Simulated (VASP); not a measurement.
# Sn (Fd-3m) in VASP: notebook

The runs below take Sn through single point, with revPBE.

Everything below comes from runs of VASP 6.6.1. Logs are shortened: lines on timing, memory, paths and dates and some standing lists are left out, and cuts for length are marked.

## (1) The cell of the first run

The structure is cubic, space group Fd-3m (No. 227). The conventional cell has a = 6.433 Å, b = 6.433 Å, c = 6.433 Å, α = 90.00°, β = 90.00°, γ = 90.00°. Sn (site symmetry -43m) has 4 Sn at 2.79 Å within 3.7 Å.

This isn't the form of Sn at room conditions, which is tetragonal (white tin).

## (2) Single point, revPBE (33.28 Å³/atom)

File INCAR:

```
SYSTEM = Sn
PREC = Accurate ; ENCUT = 520
EDIFF = 1E-7 ; ISMEAR = -1
SIGMA = 0.1 ; LREAL = .False.
LASPH = .True. ; NELM = 80
ALGO = Normal ; ISIF = 2
LWAVE = .False. ; LCHARG = .False.
GGA = RE ; NBANDS = 21
```

File KPOINTS:

```
regular mesh
0
Gamma
  13 13 13
  0 0 0
```

File POSCAR:

```
Sn
1.0
    0.0000000000      3.2164370657      3.2164370657
    3.2164370657      0.0000000000      3.2164370657
    3.2164370657      3.2164370657      0.0000000000
Sn
2
Direct
    0.5000000000      0.5000000000      0.5000000000
    0.7500000000      0.7500000000      0.7500000000
```

Potentials or basis: VASP PAW PBE potentials, release 64 (Sn_d).

Started as:

```
> cat potpaw_PBE.64/Sn_d/POTCAR > POTCAR
> mpirun -np 1 vasp_std > vasp.out
```

OUTCAR:

```text
SYSTEM = Sn
   PREC = Accurate
   ENCUT = 520
   EDIFF = 1E-7
   ISMEAR = -1
   LREAL = .False.
   LASPH = .True.
   NELM = 80
   ISIF = 2
   GGA = RE

 ion  position               nearest neighbor table
   1  0.500  0.500  0.500-   2 2.79   2 2.79   2 2.79   2 2.79
   2  0.750  0.750  0.750-   1 2.79   1 2.79   1 2.79   1 2.79

  LATTYP: Found a face centered cubic cell.
 ALAT       =     6.4328741314

  Lattice vectors:

 A1 = (   0.0000000000,   3.2164370657,   3.2164370657)
 A2 = (   3.2164370657,   0.0000000000,   3.2164370657)
 A3 = (   3.2164370657,   3.2164370657,   0.0000000000)

Analysis of symmetry for initial positions (statically):
=====================================================================
 Subroutine PRICEL returns:
 Original cell was already a primitive cell.

 Routine SETGRP: Setting up the symmetry group for a
 face centered cubic supercell.

 Subroutine GETGRP returns: Found 48 space group operations
 (whereof 24 operations were pure point group operations)
 out of a pool of 48 trial point group operations.

The static configuration has the point symmetry T_d .
 The point group associated with its full space group is O_h .

Analysis of symmetry for dynamics (positions and initial velocities):
=====================================================================
 Subroutine PRICEL returns:
 Original cell was already a primitive cell.

 Routine SETGRP: Setting up the symmetry group for a
 face centered cubic supercell.

 Subroutine GETGRP returns: Found 48 space group operations
 (whereof 24 operations were pure point group operations)
 out of a pool of 48 trial point group operations.

The dynamic configuration has the point symmetry T_d .
 The point group associated with its full space group is O_h .

 Subroutine INISYM returns: Found 48 space group operations
 (whereof 24 operations are pure point group operations),
 and found     1 'primitive' translations

----------------------------------------------------------------------------------------

                                     Primitive cell

  volume of cell :      66.5511

  direct lattice vectors                    reciprocal lattice vectors
     0.000000000  3.216437066  3.216437066    -0.155451510  0.155451510  0.155451510
     3.216437066  0.000000000  3.216437066     0.155451510 -0.155451510  0.155451510
     3.216437066  3.216437066  0.000000000     0.155451510  0.155451510 -0.155451510

  length of vectors
     4.548728921  4.548728921  4.548728921     0.269249914  0.269249914  0.269249914

  position of ions in fractional coordinates (direct lattice)
     0.500000000  0.500000000  0.500000000
     0.750000000  0.750000000  0.750000000

  ion indices of the primitive-cell ions
   primitive index   ion index
                 1           1
                 2           2

----------------------------------------------------------------------------------------

 KPOINTS: regular mesh

Automatic generation of k-mesh.
 Grid dimensions read from file:
 generate k-points for:   13   13   13

 Generating k-lattice:

  Cartesian coordinates                     Fractional coordinates (reciprocal lattice)
    -0.011957808  0.011957808  0.011957808     0.076923077  0.000000000  0.000000000
     0.011957808 -0.011957808  0.011957808     0.000000000  0.076923077  0.000000000
     0.011957808  0.011957808 -0.011957808     0.000000000  0.000000000  0.076923077

  Length of vectors
     0.020711532  0.020711532  0.020711532

  Shift w.r.t. Gamma in fractional coordinates (k-lattice)
     0.000000000  0.000000000  0.000000000

 Subroutine IBZKPT returns following result:
 ===========================================

 Found     84 irreducible k-points:

 Following reciprocal coordinates:
            Coordinates               Weight
  0.000000  0.000000  0.000000      1.000000
  0.076923  0.000000  0.000000      8.000000
  0.153846  0.000000  0.000000      8.000000
  0.230769  0.000000  0.000000      8.000000
  0.307692  0.000000  0.000000      8.000000
  0.384615  0.000000  0.000000      8.000000
[... 16 lines left out ...]
  0.384615  0.153846  0.000000     24.000000
  0.461538  0.153846  0.000000     24.000000
 [... further k-points ...]
   k-points           NKPTS =     84   k-points in BZ     NKDIM =     84   number of bands    NBANDS=     21
   number of dos      NEDOS =    301   number of ions     NIONS =      2
   total plane-waves  NPLWV =  46656
   dimension x,y,z NGX =    36 NGY =   36 NGZ =   36
   dimension x,y,z NGXF=    72 NGYF=   72 NGZF=   72
   ions per type =               2
   NGX,Y,Z   is equivalent  to a cutoff of  13.16, 13.16, 13.16 a.u.
   NGXF,Y,Z  is equivalent  to a cutoff of  26.31, 26.31, 26.31 a.u.
 SYSTEM =  Sn
   PREC   = accura    normal or accurate (medium, high low for compatibility)
   ISTART =      0    job   : 0-new  1-cont  2-samecut
   ICHARG =      2    charge: 1-file 2-atom 10-const
   ISPIN  =      1    spin polarized calculation?
   LNONCOLLINEAR =      F non collinear calculations
   LSORBIT =      F    spin-orbit coupling
   LASPH  =      T    aspherical Exc in radial PAW
   ENCUT  =  520.0 eV  38.22 Ry    6.18 a.u.   8.46  8.46  8.46*2*pi/ulx,y,z
   NELM   =     80;   NELMIN=  2; NELMDL= -5     # of ELM steps
   EDIFF  = 0.1E-06   stopping-criterion for ELM
   LREAL  =      F    real-space projection
   EDIFFG = 0.1E-05   stopping-criterion for IOM
   NSW    =      0    number of steps for IOM
   IBRION =     -1    ionic relax: 0-MD 1-quasi-New 2-CG
   NFREE  =      0    steps in history (QN), initial steepest desc. (CG)
   ISIF   =      2    stress and relaxation
   ISYM   =      2    0-nonsym 1-usesym 2-fastsym
   POTIM  = 0.5000    time-step for ionic-motion
   TEBEG  =    0.0;   TEEND  =   0.0 temperature during run
   PSTRESS=    0.0 pullay stress
   NELECT =      28.0000    total number of electrons
   NUPDOWN=      -1.0000    fix difference up-down
   EMIN   =  10.00;   EMAX   =-10.00  energy-range for DOS
   EFERMI =   0.00;   METHOD = LEGACY
   ISMEAR =    -1;   SIGMA  =   0.10  broadening in eV -4-tet -1-fermi 0-gaus
   EFERMI_NEDOS =   21; number of points for ismear=-14 and -15
   IALGO  =     38    algorithm
   IMIX   =      4    mixing-type and parameters
     AMIX     =   0.40;   BMIX     =  1.00
     AMIX_MAG =   1.60;   BMIX_MAG =  1.00
  volume/ion in A,a.u.               =      33.28       224.55
  Fermi-wavevector in a.u.,A,eV,Ry     =   1.226712  2.318149 20.474335  1.504821
  Thomas-Fermi vector in A             =   2.361702
   LORBIT       =      0    0 simple, 1 ext, 2 COOP (PROOUT), +10 PAW based schemes
   GGA     = RE    functional components
   LHFCALC =     F    Hartree Fock is set to
   AEXX    =    0.0000 exact exchange contribution
   IVDW    =     0    specifies the selected vdW correction
   LEPSILON=     F    determine dielectric tensor
   LRPA    =     F    only Hartree local field effects (RPA)
 non-spin polarized calculation
  energy-cutoff  :      520.00
  volume of cell :       66.55
 maximum number of plane-waves:      1817
 NGX is ok and might be reduce to    36
   NGX = 17   NGY = 17   NGZ = 17

 number of electron      28.0000012 magnetization

 Free energy of the ion-electron system (eV)
  ---------------------------------------------------
  ext. energy  EPLUGINS =         0.00000000
  ---------------------------------------------------
  free energy    TOTEN  =        -6.99494771 eV

  energy without entropy =       -6.99131728  energy(sigma->0) =       -6.99313249

 E-fermi :   6.1050     XC(G=0):  -8.8748

 val. band max:        6.0957577130   @ k =   0.0000   0.0000   0.0000
 cond. band min:       6.1159124923   @ k =   0.4615   0.0000   0.0000
 fundamental gap:      0.0201547793
 Fermi energy:         6.1049714868

 k-point     1 :       0.0000    0.0000    0.0000
  band No.  band energies     occupation
      1     -15.7601      2.00000
      2     -15.7601      2.00000
      3     -15.7601      2.00000
      4     -15.6976      2.00000
      5     -15.6976      2.00000
      6     -15.3671      2.00000
[... 13 lines left out ...]
     20      14.0119      0.00000
     21      14.0119      0.00000

 k-point     2 :       0.0769    0.0000    0.0000
  band No.  band energies     occupation
      1     -15.7654      2.00000
      2     -15.7654      2.00000
      3     -15.7586      2.00000
      4     -15.6905      2.00000
      5     -15.6905      2.00000
      6     -15.3794      2.00000
[... 13 lines left out ...]
     20      13.4583      0.00000
     21      13.4583      0.00000

 k-point     3 :       0.1538    0.0000    0.0000
  band No.  band energies     occupation
      1     -15.7759      2.00000
      2     -15.7759      2.00000
      3     -15.7544      2.00000
      4     -15.6749      2.00000
      5     -15.6749      2.00000
      6     -15.3957      2.00000
[... 13 lines left out ...]
     20      13.0008      0.00000
     21      13.0008      0.00000

 k-point     4 :       0.2308    0.0000    0.0000
  band No.  band energies     occupation
      1     -15.7856      2.00000
      2     -15.7856      2.00000
      3     -15.7482      2.00000
      4     -15.6586      2.00000
      5     -15.6586      2.00000
      6     -15.4099      2.00000
[... 13 lines left out ...]
     20      12.8914      0.00000
     21      12.8914      0.00000

 k-point     5 :       0.3077    0.0000    0.0000
  band No.  band energies     occupation
      1     -15.7926      2.00000
      2     -15.7926      2.00000
      3     -15.7415      2.00000
      4     -15.6454      2.00000
      5     -15.6454      2.00000
      6     -15.4204      2.00000
[... 13 lines left out ...]
     20      13.2053      0.00000
     21      13.2053      0.00000

 k-point     6 :       0.3846    0.0000    0.0000
  band No.  band energies     occupation
      1     -15.7968      2.00000
      2     -15.7968      2.00000
      3     -15.7358      2.00000
      4     -15.6370      2.00000
      5     -15.6370      2.00000
      6     -15.4265      2.00000
[... 13 lines left out ...]
     20      13.8849      0.00000
     21      13.8849      0.00000

 k-point     7 :       0.4615    0.0000    0.0000
  band No.  band energies     occupation
      1     -15.7986      2.00000
      2     -15.7986      2.00000
      3     -15.7325      2.00000
      4     -15.6332      2.00000
      5     -15.6332      2.00000
      6     -15.4290      2.00000
[... 13 lines left out ...]
     20      14.7029      0.00000
     21      14.7029      0.00000
[... 291 lines left out ...]
      1     -15.7735      2.00000
      2     -15.7735      2.00000
      3     -15.7701      2.00000
      4     -15.6776      2.00000
      5     -15.6495      2.00000
      6     -15.4409      2.00000
[... 13 lines left out ...]
     20      12.5800      0.00000
     21      14.2760      0.00000

 k-point    21 :       0.2308    0.1538    0.0000
  band No.  band energies     occupation
      1     -15.7872      2.00000
      2     -15.7810      2.00000
      3     -15.7609      2.00000
      4     -15.6648      2.00000
      5     -15.6296      2.00000
      6     -15.4630      2.00000
[... 13 lines left out ...]
     20      13.2503      0.00000
     21      14.1370      0.00000

 k-point    22 :       0.3077    0.1538    0.0000
  band No.  band energies     occupation
      1     -15.8011      2.00000
      2     -15.7891      2.00000
      3     -15.7459      2.00000
      4     -15.6494      2.00000
      5     -15.6125      2.00000
      6     -15.4791      2.00000
[... 13 lines left out ...]
     20      13.6669      0.00000
     21      14.2040      0.00000

 k-point    23 :       0.3846    0.1538    0.0000
  band No.  band energies     occupation
      1     -15.8122      2.00000
      2     -15.7961      2.00000
      3     -15.7287      2.00000
      4     -15.6346      2.00000
      5     -15.6027      2.00000
      6     -15.4860      2.00000
[... 13 lines left out ...]
     20      13.9821      0.00000
     21      14.6724      0.00000

 k-point    24 :       0.4615    0.1538    0.0000
  band No.  band energies     occupation
      1     -15.8195      2.00000
      2     -15.8015      2.00000
      3     -15.7129      2.00000
      4     -15.6215      2.00000
      5     -15.6026      2.00000
      6     -15.4818      2.00000
[... 13 lines left out ...]
     20      15.0980      0.00000
     21      15.1827      0.00000

 [... further k-points ...]

------------------------ aborting loop because EDIFF is reached ----------------------------------------

  FORCE on cell =-STRESS in cart. coord.  units (eV):
  Direction    XX          YY          ZZ          XY          YZ          ZX
  --------------------------------------------------------------------------------------
  -------------------------------------------------------------------------------------
  Total        2.3543367      2.3543367      2.3543367      0.0000000      0.0000000      0.0000000
  in kB       56.6792358     56.6792358     56.6792358      0.0000000      0.0000000      0.0000000
  external PRESSURE =      56.6792358 kB  Pullay stress =       0.0000000 kB

 VOLUME and BASIS-vectors are now :
 -----------------------------------------------------------------------------
  energy-cutoff  :      520.00
  volume of cell :       66.55
      direct lattice vectors                 reciprocal lattice vectors
     0.000000000  3.216437066  3.216437066    -0.155451510  0.155451510  0.155451510
     3.216437066  0.000000000  3.216437066     0.155451510 -0.155451510  0.155451510
     3.216437066  3.216437066  0.000000000     0.155451510  0.155451510 -0.155451510

 POSITION                                       TOTAL-FORCE (eV/Angst)
 -----------------------------------------------------------------------------------
      3.21644      3.21644      3.21644        -0.000000     -0.000000     -0.000000
      4.82466      4.82466      4.82466         0.000000      0.000000      0.000000
 -----------------------------------------------------------------------------------
    total drift:                                0.000000      0.000000      0.000000

  FREE ENERGIE OF THE ION-ELECTRON SYSTEM (eV)
  ---------------------------------------------------
  free  energy   TOTEN  =        -6.9949477070 eV

  energy  without entropy=       -6.9913172790  energy(sigma->0) =       -6.99313249
```

Run time: 80 s. Hardware: 1 thread of AMD EPYC 7R13 (Zen 3), shared host; peak memory 0.22 GiB.

What came out:

| Item | Value |
| --- | --- |
| Free energy | -6.9949 eV |
| Pressure | 5.7 GPa |
| Band gap on the k mesh | zero (filled and empty bands touch) |

Caveat: the cell stands under pressure; the PAW data sets were made with another functional, which shifts forces and pressure a little; spin-orbit coupling is left out, which moves the levels of the heavy elements.

(Part 1 of 2 ends here.)
